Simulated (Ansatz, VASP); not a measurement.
## One calculation of Na, two programs

Contents of INCAR:

```
  PREC = Accurate
  ENCUT = 520
  EDIFF = 1E-7
  ISMEAR = -1
  SIGMA = 0.1
  LREAL = False
  LASPH = True
  NELM = 60
  ALGO = Normal
  ISIF = 2
  LWAVE = False
  LCHARG = True
  GGA = PE
  LELF = True
  LVHAR = True
  NBANDS = 10
```

Contents of KPOINTS:

```
Automatic mesh
0
Gamma
  2 2 2
```

POSCAR

```
Na
1.0
   -2.0985562613      2.0985562613      2.0985562613
    2.0985562613     -2.0985562613      2.0985562613
    2.0985562613      2.0985562613     -2.0985562613
Na
1
Direct
    0.0000000000      0.0000000000      0.0000000000
```

Input for Ansatz:

```yaml
crystal:
  lattice:
    - [-2.0985562613, 2.0985562613, 2.0985562613]
    - [2.0985562613, -2.0985562613, 2.0985562613]
    - [2.0985562613, 2.0985562613, -2.0985562613]
  atoms:
    - { symbol: Na, position: [0.0, 0.0, 0.0] }
hamiltonian:
  xc: pbe
  pseudopotentials:
    kind: paw
    azcp:
      Na: "pseudopotentials/Na.paw.azcp"
basis:
  ecutwfc: 420
  fft_grid_basis: typed
kpoints:
  mp_grid: { grid: [2, 2, 2], shift: [0, 0, 0] }
magnetization:
  spin_polarized: false
scf:
  occupations: { method: fermi_dirac, width: 0.1 }
  lower_state_search: "off"
output:
  stress: true
```

Alike in both runs: task single point; functional PBE; k mesh 2 × 2 × 2; occupations fermi-dirac, width 0.1 eV; no spin polarisation.

|  | VASP | Ansatz |
| --- | --- | --- |
| version | VASP 6.6.1 | Ansatz 0.2.0 |
| potentials or method | VASP PAW PBE potentials, release 64 (Na_pv), cutoff 520 eV | plane waves (420 eV) with PAW, scalar-relativistic |
| valence electrons in the cell | 7 | 9 |

```csv
,VASP,Ansatz,Ansatz less VASP
pressure (GPa),2.0,2.0,-0.01
```

VASP's potentials hold 7 valence electrons a cell and Ansatz's 9, so a difference there can come from the potentials and not from the codes.

The k mesh is coarse, so the values compare programs but aren't converged.
